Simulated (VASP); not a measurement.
Wanted: the native input for a VASP 6.6.1 run.

| Item | Value |
| --- | --- |
| Task | single point |
| Functional | LDA |
| Potentials or basis | VASP PAW LDA potentials, release 64 (C, H) |
| Cutoff | 520 eV |
| k mesh | 6 × 4 × 1 |
| Occupations | gaussian, width 0.05 eV |
| Spin | no spin polarisation |
| Dipole correction | yes |
| Further INCAR settings | LREAL = Auto; ALGO = Normal; EDIFF = 1e-07; NBANDS = 68 |

The structure of HC12 lies in POSCAR:

```
HC12
1.0
    4.8892663280      0.0000000000      0.0000000000
   -2.4446331640      6.7739291692      0.0000000000
    0.0000000000      0.0000000000     22.7684096771
C H
24 2
Direct
    0.4020794403      0.3041588806      0.1756820110
    0.4020794403      0.8041588805      0.1756820110
    0.9020794403      0.3041588806      0.1756820110
    0.9020794403      0.8041588805      0.1756820110
    0.1630408159      0.3260816317      0.2059829668
    0.1630408159      0.8260816317      0.2059829668
    0.6630408159      0.3260816317      0.2059829668
    0.6630408159      0.8260816317      0.2059829668
    0.1846395683      0.3692791367      0.2666259491
    0.1846395683      0.8692791367      0.2666259491
    0.6846395683      0.3692791367      0.2666259491
    0.6846395683      0.8692791367      0.2666259491
    0.4461625696      0.3923265051      0.2960492075
    0.4461625696      0.8923265051      0.2960492075
    0.9461625696      0.3923265051      0.2960492075
    0.9461625696      0.8923265051      0.2960492075
    0.4715644646      0.4431294558      0.3591099590
    0.4715644646      0.9431294558      0.3591099590
    0.9715644646      0.4431294558      0.3591099590
    0.9715644646      0.9431294558      0.3591099590
    0.2327030006      0.4654044969      0.3851129614
    0.2327030006      0.9654044969      0.3851129614
    0.7327030006      0.4654044969      0.3851129614
    0.7327030006      0.9654044969      0.3851129614
    0.2327030006      0.9015988039      0.4993062686
    0.2327030006      1.0292101898      0.4993062686
```

These files were run (other wordings do the same):

INCAR

```
PREC = Accurate
ENCUT = 520
EDIFF = 1E-7
ISMEAR = 0
SIGMA = 0.05
LREAL = Auto
LASPH = True
NELM = 60
ALGO = Normal
ISIF = 2
LWAVE = False
LCHARG = True
LDIPOL = True
IDIPOL = 3
DIPOL = 0.5 0.5 0.298
GGA = CA
LELF = True
LVHAR = True
LVACPOTAV = True
NBANDS = 68
```

KPOINTS

```
Automatic mesh
0
Gamma
  6 4 1
```

Potentials or basis: VASP PAW LDA potentials, release 64 (C, H).

The run is started by

```sh
$ cat potpaw_LDA.64/C/POTCAR potpaw_LDA.64/H/POTCAR > POTCAR
$ mpirun -np 1 vasp_std > vasp.out
```

It gave:

The largest force is 3.563 eV/Å and the band gap on the k mesh is zero (band 49 reaches -3.52 eV, above the bottom of band 50 at -3.57 eV).

Wall time 17 min on 1 thread of Intel(R) Xeon(R) 6975P-C (Granite Rapids) (shared host), peak memory 0.8 GiB.
